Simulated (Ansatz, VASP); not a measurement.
This is a calculation of CaO for Ansatz 0.2.0.

File input.yaml:

```yaml
crystal:
  lattice:
    - [0.0, 2.403555696, 2.403555696]
    - [2.403555696, 0.0, 2.403555696]
    - [2.403555696, 2.403555696, 0.0]
  atoms:
    - { symbol: Ca, position: [0.0, 0.0, 0.0] }
    - { symbol: O, position: [0.5, 0.5, 0.5] }
kpoints:
  mp_grid: { grid: [10, 10, 10] }
scf:
  occupations: { method: fermi_dirac, width: 0.05 }
hamiltonian:
  xc: blyp
  dispersion: d4
  pseudopotentials: { kind: all_electron, lapw: { basis_error: 0.001 } }
output:
  forces: true
  stress: true
relax:
  f_tol: 0.005
  max_steps: 60
  cell: {}
```

Potentials or basis: all-electron LAPW, scalar-relativistic.

Run with:

```sh
$ ansatz run input.yaml --threads 1 --pin off --max-ram 3072MiB --backend cpu --events-out ev --progress --plain --runs-dir out
```

**Question.** Set up the same calculation for VASP 6.6.1. Potentials there: VASP PAW PBE potentials, release 64 (Ca_sv, O).

**Answer.** As run (the cutoff follows the program's own potentials):

The input INCAR:

```
  PREC = Accurate
  ENCUT = 600
  EDIFF = 1E-6
  ISMEAR = -1
  SIGMA = 0.05
  LREAL = F
  LASPH = T
  NELM = 100
  ALGO = Normal
  ISIF = 3
  LWAVE = F
  LCHARG = F
  GGA = B5
  ALDAX = 1.0
  AGGAX = 1.0
  AGGAC = 1.0
  ALDAC = 0.0
  IVDW = 13
  VDW_S6 = 1.0
  VDW_S8 = 2.34076671
  VDW_A1 = 0.44488865
  VDW_A2 = 4.0933009
  IBRION = 2
  NSW = 80
  EDIFFG = -0.005
```

The input KPOINTS:

```
Automatic mesh
0
Gamma
  10 10 10
```

Contents of POSCAR:

```
CaO
1.0
    0.0000000000      2.4035556960      2.4035556960
    2.4035556960      0.0000000000      2.4035556960
    2.4035556960      2.4035556960      0.0000000000
Ca O
1 1
Direct
    0.0000000000      0.0000000000      0.0000000000
    0.5000000000      0.5000000000      0.5000000000
```

Potentials or basis: VASP PAW PBE potentials, release 64 (Ca_sv, O).

Command:

```sh
$ cat potpaw_PBE.64/Ca_sv/POTCAR potpaw_PBE.64/O/POTCAR > POTCAR
$ mpirun -np 1 vasp_std > vasp.out
```

Both were run:

|  | VASP | Ansatz | Ansatz less VASP |
| --- | --- | --- | --- |
| relaxed volume (Å³/atom) | 13.99 | 13.93 | -0.063 |
| relaxed cell length with the largest relative difference (Å) | 3.408 | 3.403 | -0.0051 |

VASP's potentials were made for PBE, not for BLYP. Ansatz ran all-electron here, and VASP with PAW potentials.
